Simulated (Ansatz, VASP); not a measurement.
In: VASP beside Ansatz

```
In
1.0
    -1.83873    1.83873    1.83873
     1.83873   -1.83873    1.83873
     1.83873    1.83873   -1.83873
In
1
Direct
  0.00000 0.00000 0.00000
```

Alike in both runs: functional LDA; k mesh 12 × 12 × 12; occupations fermi-dirac, width 0.1 eV; no spin polarisation.

Ansatz relaxed the structure, and its values are those at the end. VASP's run is a single point on that final structure, the one shown.

```csv
,VASP,Ansatz
version,VASP 6.6.1,Ansatz 0.2.0
potentials or method,"VASP PAW LDA potentials, release 64 (In_d), cutoff 520 eV","plane waves (420 eV) with PAW, scalar-relativistic"
valence electrons in the cell,13,13
```

|  | VASP | Ansatz | Ansatz less VASP |
| --- | --- | --- | --- |
| pressure (GPa) | 0.1 | 0.0 | -0.04 |

Ansatz warns that its potentials were made for another functional, while VASP's fit it. LDA's correlation is that of Perdew and Zunger in VASP and of Perdew and Wang (1992) in Ansatz.
